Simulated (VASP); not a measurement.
Wanted: the native input for a VASP 6.6.1 run.

- Task: single point
- Functional: LDA
- Potentials or basis: VASP PAW LDA potentials, release 64 (C)
- Cutoff: 520 eV
- k mesh: 18 × 18 × 1
- Occupations: gaussian, width 0.03 eV
- Spin: no spin polarisation
- Dipole correction: yes
- Further INCAR settings: ALGO = Normal; EDIFF = 1e-06; NBANDS = 11; NELMDL = -8

The structure of C lies in POSCAR:

```
C
1.0
    2.4444568894      0.0000000000      0.0000000000
   -1.2222284447      2.1169617647      0.0000000000
    0.0000000000      0.0000000000     23.8000000000
C
2
Direct
    0.3333333333      0.6666666667      0.2941176471
    0.6666666667      0.3333333333      0.2941176471
```

These files were run (other wordings do the same):

INCAR

```
ALGO     = Normal         # electronic algorithm
DIPOL    = 0.5 0.5 0.294
EDIFF    = 1E-6           # SCF threshold, eV
ENCUT    = 520            # plane-wave cutoff, eV
GGA_COMPAT= F            
IDIPOL   = 3            
ISIF     = 2              # what is computed and relaxed
ISMEAR   = 0              # smearing method
LASPH    = T              # aspherical terms in the spheres
LCHARG   = F              # write CHGCAR
LDIPOL   = T            
LREAL    = F              # projectors in reciprocal space
LWAVE    = F              # write WAVECAR
NBANDS   = 11             # bands
NELM     = 120            # most SCF steps
NELMDL   = -8           
PREC     = Accurate       # precision mode
SIGMA    = 0.03           # smearing width, eV
```

KPOINTS

```
k-points
0
Gamma
  18 18 1
```

Potentials or basis: VASP PAW LDA potentials, release 64 (C).

Command:

```sh
$ cat potpaw_LDA.64/C/POTCAR > POTCAR
$ mpirun -np 1 vasp_std > vasp.out
```

It gave:

The band gap on the k mesh is zero (filled and empty bands touch).

Run time: 48 s on 1 thread of Intel(R) Xeon(R) Platinum 8488C (Sapphire Rapids), on a shared host, peak memory 0.2 GiB.
